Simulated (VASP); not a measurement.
Set up this calculation in VASP 6.6.1, as the native input.

- Task: single point
- Functional: r2SCAN
- Potentials or basis: VASP PAW PBE potentials, release 64 (Cu)
- Cutoff: 520 eV
- k mesh: 20 × 20 × 14
- Occupations: gaussian, width 0.1 eV
- Spin: no spin polarisation
- Dipole correction: no
- Further INCAR settings: ALGO = Normal; EDIFF = 1e-06; NBANDS = 18

Crystal: Cu.

```
Cu
1.0
     1.78833    1.78833    0.00000
    -1.78833    1.78833    0.00000
     0.00000    0.00000    3.57666
Cu
2
Direct
  0.00000 0.00000 0.00000
  0.50000 0.50000 0.50000
```

The input as run:

POSCAR

```
Cu
1.0
    1.7883311166      1.7883311166      0.0000000000
   -1.7883311166      1.7883311166      0.0000000000
    0.0000000000      0.0000000000      3.5766622332
Cu
2
Direct
    0.0000000000      0.0000000000      0.0000000000
    0.5000000000      0.5000000000      0.5000000000
```

INCAR.step1

```
  PREC = Accurate
  ENCUT = 520
  ISMEAR = 0
  SIGMA = 0.1
  LREAL = F
  LASPH = T
  NELM = 60
  NBANDS = 18
  GGA = PE
  ALGO = Normal
  EDIFF = 1E-4
  LWAVE = T
  LCHARG = F
```

INCAR.step2

```
  PREC = Accurate
  ENCUT = 520
  EDIFF = 1E-6
  ISMEAR = 0
  SIGMA = 0.1
  LREAL = F
  LASPH = T
  NELM = 60
  ALGO = Normal
  ISIF = 2
  LWAVE = F
  LCHARG = T
  METAGGA = R2SCAN
  LMIXTAU = T
  LELF = T
  LVHAR = T
  NBANDS = 18
  ISTART = 1
```

KPOINTS

```
regular mesh
0
Gamma
  20 20 14
```

Potentials or basis: VASP PAW PBE potentials, release 64 (Cu).

Run with:

```bash
$ cat potpaw_PBE.64/Cu/POTCAR > POTCAR
$ cp INCAR.step1 INCAR
$ mpirun -np 1 vasp_std > vasp.out
$ cp INCAR.step2 INCAR
$ mpirun -np 1 vasp_std > vasp.out
```

It gave:

| Item | Value |
| --- | --- |
| Pressure | 0.6 GPa |
| Band gap on the k mesh | zero (band 11 reaches 14.40 eV, above the bottom of band 12 at 5.71 eV) |

Caveat: the PAW data sets were made with another functional, which shifts forces and pressure a little.

Run time: 7.7 min on 1 thread of Intel(R) Xeon(R) Platinum 8488C (Sapphire Rapids), with other jobs on the host, peak memory 0.28 GiB.
